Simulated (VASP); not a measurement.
# PbS (Galena) (Fm-3m) in VASP: notebook, part 2 of 2

VASP 6.6.1. The steps go on from the part before.

### Step 4. Single point, PBE0

This run uses another cell than the first one, of 27.13 Å³/atom, 1.018 times its volume.

File POSCAR:

```
PbS
1.0
    0.0000000000      3.0047775019      3.0047775019
    3.0047775019      0.0000000000      3.0047775019
    3.0047775019      3.0047775019      0.0000000000
Pb S
1 1
Direct
    0.0000000000      0.0000000000      0.0000000000
    0.5000000000      0.5000000000      0.5000000000
```

File INCAR.step1:

```
SYSTEM = PbS
PREC     = Accurate       ! precision mode
ENCUT    = 520            ! plane-wave cutoff, eV
EDIFF    = 1E-5           ! SCF threshold, eV
ISMEAR   = -1             ! smearing method
SIGMA    = 0.05           ! smearing width, eV
LREAL    = .FALSE.        ! projectors in reciprocal space
LASPH    = .TRUE.         ! aspherical terms in the spheres
NELM     = 60             ! most SCF steps
ALGO     = Normal         ! electronic algorithm
ISIF     = 2              ! what is computed and relaxed
LWAVE    = .TRUE.         ! write WAVECAR
NBANDS   = 17             ! bands
GGA      = PE             ! functional
```

File INCAR.step2:

```
SYSTEM = PbS
PREC     = Accurate       ! precision mode
ENCUT    = 520            ! plane-wave cutoff, eV
EDIFF    = 1E-7           ! SCF threshold, eV
ISMEAR   = -1             ! smearing method
SIGMA    = 0.05           ! smearing width, eV
LREAL    = .FALSE.        ! projectors in reciprocal space
LASPH    = .TRUE.         ! aspherical terms in the spheres
NELM     = 60             ! most SCF steps
ALGO     = Normal         ! electronic algorithm
ISIF     = 2              ! what is computed and relaxed
LWAVE    = .FALSE.        ! write WAVECAR
LCHARG   = .TRUE.         ! write CHGCAR
GGA      = PE             ! functional
LHFCALC  = .TRUE.         ! exact exchange
AEXX     = 0.25           ! exact-exchange fraction
PRECFOCK = Normal       
LELF     = .TRUE.         ! ELF
LVHAR    = .TRUE.       
NBANDS   = 17             ! bands
ISTART   = 1
```

File KPOINTS:

```
regular mesh
0
G
  4 4 4
  0 0 0
```

Potentials or basis: VASP PAW PBE potentials, release 64 (Pb_d, S).

On the command line:

```console
$ cat potpaw_PBE.64/Pb_d/POTCAR potpaw_PBE.64/S/POTCAR > POTCAR
$ cp INCAR.step1 INCAR
$ mpirun -np 1 vasp_std > vasp.out
$ cp INCAR.step2 INCAR
$ mpirun -np 1 vasp_std > vasp.out
```

OUTCAR:

```text
SYSTEM = PbS
   PREC = Accurate
   ENCUT = 520
   EDIFF = 1E-7
   ISMEAR = -1
   LREAL = .FALSE.
   LASPH = .TRUE.
   NELM = 60
   ISIF = 2
   GGA = PE
   LHFCALC = .TRUE.
   AEXX = 0.25
   PRECFOCK = Normal
   ISTART = 1

 ion  position               nearest neighbor table
   1  0.000  0.000  0.000-   2 3.00   2 3.00   2 3.00   2 3.00   2 3.00   2 3.00
   2  0.500  0.500  0.500-   1 3.00   1 3.00   1 3.00   1 3.00   1 3.00   1 3.00

  LATTYP: Found a face centered cubic cell.
 ALAT       =     6.0095550038
[... 339 lines left out ...]

  FORCE on cell =-STRESS in cart. coord.  units (eV):
  Direction    XX          YY          ZZ          XY          YZ          ZX
  --------------------------------------------------------------------------------------
  -------------------------------------------------------------------------------------
  Total       -0.4255692     -0.4255692     -0.4255692     -0.0000000     -0.0000000     -0.0000000
  in kB      -12.5664855    -12.5664855    -12.5664855     -0.0000000     -0.0000000     -0.0000000
  external PRESSURE =     -12.5664855 kB  Pullay stress =       0.0000000 kB

 VOLUME and BASIS-vectors are now :
 -----------------------------------------------------------------------------
  energy-cutoff  :      520.00
  volume of cell :       54.26
      direct lattice vectors                 reciprocal lattice vectors
     0.000000000  3.004777502  3.004777502    -0.166401672  0.166401672  0.166401672
     3.004777502  0.000000000  3.004777502     0.166401672 -0.166401672  0.166401672
     3.004777502  3.004777502  0.000000000     0.166401672  0.166401672 -0.166401672

 POSITION                                       TOTAL-FORCE (eV/Angst)
 -----------------------------------------------------------------------------------
      0.00000      0.00000      0.00000         0.000000     -0.000000     -0.000000
      3.00478      3.00478      3.00478         0.000000      0.000000      0.000000
 -----------------------------------------------------------------------------------
    total drift:                                0.000001     -0.000001      0.000001

  FREE ENERGIE OF THE ION-ELECTRON SYSTEM (eV)
  ---------------------------------------------------
  free  energy   TOTEN  =       -11.4529576117 eV

  energy  without entropy=      -11.4529575942  energy(sigma->0) =      -11.45295760
```

OUTCAR.step1:

```text
SYSTEM = PbS
   PREC = Accurate
   ENCUT = 520
   EDIFF = 1E-5
   ISMEAR = -1
   LREAL = .FALSE.
[... 362 lines left out ...]
      0.00000      0.00000      0.00000        -0.000000      0.000000      0.000000
      3.00478      3.00478      3.00478         0.000000     -0.000000     -0.000000
 -----------------------------------------------------------------------------------
    total drift:                                0.000000     -0.000000     -0.000000

  FREE ENERGIE OF THE ION-ELECTRON SYSTEM (eV)
  ---------------------------------------------------
  free  energy   TOTEN  =        -8.7571752871 eV

  energy  without entropy=       -8.7566711934  energy(sigma->0) =       -8.75692324
```

OSZICAR.step1:

```text
N       E                     dE             d eps       ncg     rms          rms(c)
DAV:   1     0.162764629519E+03    0.16276E+03   -0.95526E+03   272   0.122E+03
DAV:   2     0.407604277574E+01   -0.15869E+03   -0.15319E+03   272   0.308E+02
DAV:   3    -0.887770164139E+01   -0.12954E+02   -0.12877E+02   335   0.941E+01
DAV:   4    -0.926413400929E+01   -0.38643E+00   -0.38616E+00   318   0.172E+01
DAV:   5    -0.927673679297E+01   -0.12603E-01   -0.12600E-01   408   0.328E+00    0.434E+00
DAV:   6    -0.875234920461E+01    0.52439E+00   -0.15839E+00   420   0.794E+00    0.305E+00
DAV:   7    -0.875393686659E+01   -0.15877E-02   -0.14171E-01   330   0.184E+00    0.182E+00
DAV:   8    -0.875762910032E+01   -0.36922E-02   -0.17841E-02   310   0.139E+00    0.379E-01
DAV:   9    -0.875693677416E+01    0.69233E-03   -0.37418E-03   413   0.508E-01    0.100E-01
DAV:  10    -0.875717389159E+01   -0.23712E-03   -0.41570E-04   318   0.119E-01    0.761E-02
DAV:  11    -0.875717528709E+01   -0.13955E-05   -0.63336E-05   364   0.845E-02
   1 F= -.87571753E+01 E0= -.87569232E+01  d E =-.504094E-03
```

Wall time 8.9 min (1 thread of Intel Xeon 6975P-C, shared host); peak memory 0.19 GiB.

Results:

| Quantity | Value |
| --- | --- |
| Free energy | -11.4530 eV |
| Pressure | -1.3 GPa |
| Band gap on the k mesh | 1.63 eV, direct |

Caveat: the k points lie up to 0.45 Å⁻¹ apart; the PAW data sets were made with another functional, which shifts forces and pressure a little; spin-orbit coupling is left out, which moves the levels of the heavy elements.

### Step 5. Single point, PBE0

This run uses another cell than the first one, of 27.65 Å³/atom, 1.038 times its volume.

File POSCAR:

```
PbS
1.0
    0.0000000000      3.0239167281      3.0239167281
    3.0239167281      0.0000000000      3.0239167281
    3.0239167281      3.0239167281      0.0000000000
Pb S
1 1
Direct
    0.0000000000      0.0000000000      0.0000000000
    0.5000000000      0.5000000000      0.5000000000
```

INCAR.step1: that of step 4 with these lines changed.

```diff
@@ -8,3 +8,3 @@
 LASPH    = .TRUE.         ! aspherical terms in the spheres
-NELM     = 60             ! most SCF steps
+NELM     = 100            ! most SCF steps
 ALGO     = Normal         ! electronic algorithm
@@ -12,2 +12,3 @@
 LWAVE    = .TRUE.         ! write WAVECAR
+LCHARG   = .FALSE.        ! write CHGCAR
 NBANDS   = 17             ! bands
```

INCAR.step2: that of step 4 with these lines changed.

```diff
@@ -8,3 +8,3 @@
 LASPH    = .TRUE.         ! aspherical terms in the spheres
-NELM     = 60             ! most SCF steps
+NELM     = 100            ! most SCF steps
 ALGO     = Normal         ! electronic algorithm
@@ -12,3 +12,3 @@
 LWAVE    = .FALSE.        ! write WAVECAR
-LCHARG   = .TRUE.         ! write CHGCAR
+LCHARG   = .FALSE.        ! write CHGCAR
 GGA      = PE             ! functional
@@ -17,4 +17,2 @@
 PRECFOCK = Normal       
-LELF     = .TRUE.         ! ELF
-LVHAR    = .TRUE.       
 NBANDS   = 17             ! bands
```

File KPOINTS:

```
Automatic mesh
0
G
  4 4 4
  0 0 0
```

On the command line:

```console
$ cat potpaw_PBE.64/Pb_d/POTCAR potpaw_PBE.64/S/POTCAR > POTCAR
$ cp INCAR.step1 INCAR
$ mpirun -np 1 vasp_std > vasp.out
$ cp INCAR.step2 INCAR
$ mpirun -np 1 vasp_std > vasp.out
```

Run time: 8.5 min. Hardware: 1 thread of Intel Xeon 6975P-C, shared host; peak memory 0.19 GiB.

The run converged. Its results:

- Free energy: -11.4420 eV
- Pressure: -2.2 GPa
- Band gap on the k mesh: 1.70 eV, direct

Levels at points of the mesh, in eV from the valence-band top:
```
           k point  band 6  band 7  band 8  band 9  band 10  band 11  band 12  band 13  band 14  band 15
(0.00, 0.00, 0.00)  -14.60   -6.50   -2.21   -2.21    -2.21     6.67     6.67     6.67     8.36     8.36
(0.50, 0.00, 0.00)  -13.43   -9.31   -1.83   -1.83     0.00     1.70     3.38     3.38    10.15    12.00
(0.50, 0.50, 0.00)  -13.04   -7.61   -5.34   -3.51    -3.51     5.38     7.08     7.16     7.16    12.97
```

Caveat: the k points lie up to 0.45 Å⁻¹ apart; the PAW data sets were made with another functional, which shifts forces and pressure a little; spin-orbit coupling is left out, which moves the levels of the heavy elements.

### Step 6. Single point, PBE0

This run uses another cell than the first one, of 26.09 Å³/atom, 0.979 times its volume.

File POSCAR:

```
PbS
1.0
    0.0000000000      2.9657500000      2.9657500000
    2.9657500000      0.0000000000      2.9657500000
    2.9657500000      2.9657500000      0.0000000000
Pb S
1 1
Direct
    0.0000000000      0.0000000000      0.0000000000
    0.5000000000      0.5000000000      0.5000000000
```

INCAR.step1: that of step 5 with these lines changed.

```diff
@@ -8,3 +8,3 @@
 LASPH    = .TRUE.         ! aspherical terms in the spheres
-NELM     = 100            ! most SCF steps
+NELM     = 60             ! most SCF steps
 ALGO     = Normal         ! electronic algorithm
```

INCAR.step2: that of step 5 with these lines changed.

```diff
@@ -3,3 +3,3 @@
 ENCUT    = 520            ! plane-wave cutoff, eV
-EDIFF    = 1E-7           ! SCF threshold, eV
+EDIFF    = 1E-6           ! SCF threshold, eV
 ISMEAR   = -1             ! smearing method
@@ -8,3 +8,3 @@
 LASPH    = .TRUE.         ! aspherical terms in the spheres
-NELM     = 100            ! most SCF steps
+NELM     = 60             ! most SCF steps
 ALGO     = Normal         ! electronic algorithm
```

File KPOINTS:

```
regular mesh
0
G
  5 5 5
  0 0 0
```

Potentials or basis: VASP PAW PBE potentials, release 64 (Pb_d, S).

On the command line:

```console
$ cat potpaw_PBE.64/Pb_d/POTCAR potpaw_PBE.64/S/POTCAR > POTCAR
$ cp INCAR.step1 INCAR
$ mpirun -np 1 vasp_std > vasp.out
$ cp INCAR.step2 INCAR
$ mpirun -np 1 vasp_std > vasp.out
```

Run time: 20 min. Hardware: 1 thread of Intel Xeon 6975P-C, shared host; peak memory 0.2 GiB.

The run converged. Its results:

* Free energy: -11.4482 eV
* Pressure: 0.8 GPa

Levels at points of the mesh, in eV from the Fermi level:
| k point | band 7 | band 8 | band 9 | band 10 | band 11 | band 12 | band 13 | band 14 |
| --- | --- | --- | --- | --- | --- | --- | --- | --- |
| (0.00, 0.00, 0.00) | -7.27 | -3.39 | -3.39 | -3.39 | 5.98 | 5.98 | 5.98 | 7.34 |

Caveat: this odd mesh misses L, where the gap lies, so gap, dielectric constants and Born charges aren't listed; the PAW data sets were made with another functional, which shifts forces and pressure a little; spin-orbit coupling is left out, which moves the levels of the heavy elements.

### Step 7. Overview

```tsv
task	level	cell	k mesh	cutoff (eV)	screening parameter	gap on the mesh (eV)	pressure (GPa)
single point	HSE06	a = 4.224 Å, angles 60.0°, 2 atoms	4 × 4 × 4	520	0.2079 1/Å	0.89	-0.1
relaxation of cell and atoms	HSE06	relaxed from a = 4.194 Å, angles 60.0°, 2 atoms	4 × 4 × 4	600	0.2079 1/Å	0.88	0.0
single point	PBE0	a = 4.249 Å, angles 60.0°, 2 atoms	4 × 4 × 4	520	-	1.63	-1.3
single point	PBE0	a = 4.276 Å, angles 60.0°, 2 atoms	4 × 4 × 4	520	-	1.70	-2.2
single point	PBE0	a = 4.194 Å, angles 60.0°, 2 atoms	5 × 5 × 5	520	-	-	0.8
```

Alike in all rows: potentials or basis VASP PAW PBE potentials, release 64 (Pb_d, S); no spin polarisation; smearing fermi-dirac 0.05 eV.

Caveats: some runs use coarse meshes; the PAW data sets were made with another functional, which shifts forces and pressure a little; spin-orbit coupling is left out, which moves the levels of the heavy elements.

Absolute energies hang on the potentials; compare differences alone.
